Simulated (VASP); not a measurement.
HfO2, 6 atoms in the cell. It takes space group P4_2/nmc (No. 137, tetragonal). The conventional cell has a = 3.589 Å, b = 3.589 Å, c = 5.223 Å, α = 90.00°, β = 90.00°, γ = 90.00°. Hf (site symmetry -4m2) has 8 O at 2.07 to 2.40 Å within 2.7 Å. Within 2.7 Å of O (site symmetry 2mm) lie 4 Hf at 2.07 to 2.40 Å and 6 O at 2.60 to 2.61 Å. 

| Item | Value |
| --- | --- |
| Program | VASP 6.6.1 |
| Task | single point |
| Functional | PBE |
| Dispersion | D4 |
| Potentials or basis | VASP PAW PBE potentials, release 64 (Hf_pv, O) |
| Cutoff | 600 eV |
| k mesh | 8 × 8 × 5 |
| Occupations | fermi-dirac, width 0.05 eV |
| Spin | no spin polarisation |
| Dipole correction | no |
| Further INCAR settings | ALGO = Normal; EDIFF = 1e-06; NBANDS = 31 |

Potentials or basis: VASP PAW PBE potentials, release 64 (Hf_pv, O).

Run with:

```bash
$ cat potpaw_PBE.64/Hf_pv/POTCAR potpaw_PBE.64/O/POTCAR > POTCAR
$ mpirun -np 1 vasp_std > vasp.out
```

Hardware: 1 thread of Intel Xeon 6975P-C, on a shared host.

Q: How long does it take, and how much memory?

A: It took 110 s on 1 thread of Intel Xeon 6975P-C, with other jobs on the host, peak memory 0.24 GiB. Counts: scf iterations 14, k points 45.
